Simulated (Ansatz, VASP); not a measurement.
K3ScSi in VASP and in Ansatz

```
K Sc Si
1.0
     6.85997    0.00000    0.00000
     0.00000    6.85997    0.00000
     0.00000    0.00000    6.85997
K Sc Si
3 1 1
Direct
  0.50000 0.00000 0.00000
  0.00000 0.50000 0.00000
  0.00000 0.00000 0.50000
  0.00000 0.00000 0.00000
  0.50000 0.50000 0.50000
```

Alike in both runs: functional PBE; k mesh 6 × 6 × 6; occupations gaussian, width 0.1 eV; collinear spin.

Ansatz relaxed the structure, and its values are those at the end. VASP's run is a single point on that final structure, the one shown.

```csv
,VASP,Ansatz
version,VASP 6.6.1,Ansatz 0.2.0
potentials or method,"VASP PAW PBE potentials, release 64 (K_sv, Sc_sv, Si), cutoff 520 eV","scalar-relativistic, plane waves, PAW"
valence electrons in the cell,42,42
```

|  | VASP | Ansatz | Ansatz less VASP |
| --- | --- | --- | --- |
| gap on the k mesh at the Fermi level (eV) | none | none | - |
| pressure (GPa) | 0.0 | 0.0 | 0.00 |
| net moment per atom (μB) | 0.00 | 0.00 | 0.000 |
| size of the moment on the site where the two differ most (μB) | 0.51 | 1.79 | +1.279 |

Site moments also hang on the region over which each program counts them. A gap of «none» marks a metal or a gap that the smearing closes. Ansatz's warnings: given moment on shells.
